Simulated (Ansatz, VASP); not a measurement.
## H4CO in VASP and in Ansatz

```xyz
36
Lattice="7.1256 0.0000 0.0000 0.0000 7.1256 0.0000 0.0000 0.0000 7.1256" Properties=species:S:1:pos:R:3 pbc="T T T"
C     4.9511    0.4780    0.8623
C     5.7650    3.9402    5.3956
C     2.5824    3.8736    7.3146
C     1.3299    6.2383    2.7987
C     0.9946    2.5218    3.1557
C     3.4882    7.6751    4.8399
O     5.5855    0.2425    2.0744
O     6.1475    5.3086    5.3645
O     1.9731    2.6041    7.1340
O     0.7426    6.8415    3.9083
O     0.4151    2.0030    1.9860
O     3.6437    6.3047    5.0980
H     4.2278   -0.3348    0.6578
H     6.3739    0.8628    2.1397
H     4.3773    1.4376    0.8440
H     5.6636    0.5225    0.0033
H     5.7983    3.5696    4.3599
H     6.1925    5.6576    6.2765
H     6.4600    3.3385    6.0092
H     4.7328    3.8367    5.7789
H     1.9401    4.4379    8.0159
H     2.5231    2.0272    6.5631
H     3.5900    3.7817    7.7734
H     2.6561    4.4484    6.3694
H     2.2807    6.7548    2.5718
H     0.0827    6.2247    4.3091
H     1.5819    5.1712    2.9912
H     0.6653    6.2915    1.9071
H     0.6056    3.5337    3.3838
H     1.0287    2.1649    1.1968
H     0.7653    1.8296    3.9924
H     2.1004    2.5914    3.0721
H     2.4006    7.8784    4.7792
H     4.5983    6.0773    4.9815
H     3.9588    8.3092    5.6475
H     3.9657    7.9720    3.8754
```

Alike in both runs: functional LDA; k mesh 1 × 1 × 1; occupations fermi-dirac, width 0.05 eV; no spin polarisation.

Ansatz relaxed the structure, and its values are those at the end. VASP's run is a single point on that final structure, the one shown.

```csv
,VASP,Ansatz
version,VASP 6.6.1,Ansatz 0.2.0
potentials or method,"VASP PAW LDA potentials, release 64 (C_h, O_h, H_h), cutoff 1000 eV","scalar-relativistic, plane waves, PAW"
valence electrons in the cell,84,84
```

Ansatz gave:

```
rms of the force components (eV/Å) : 0.078
```

Task: What did VASP give for the same quantities?

Result: rms of the force components (eV/Å): 0.067.

LDA's correlation is that of Perdew and Zunger in VASP and of Perdew and Wang (1992) in Ansatz.
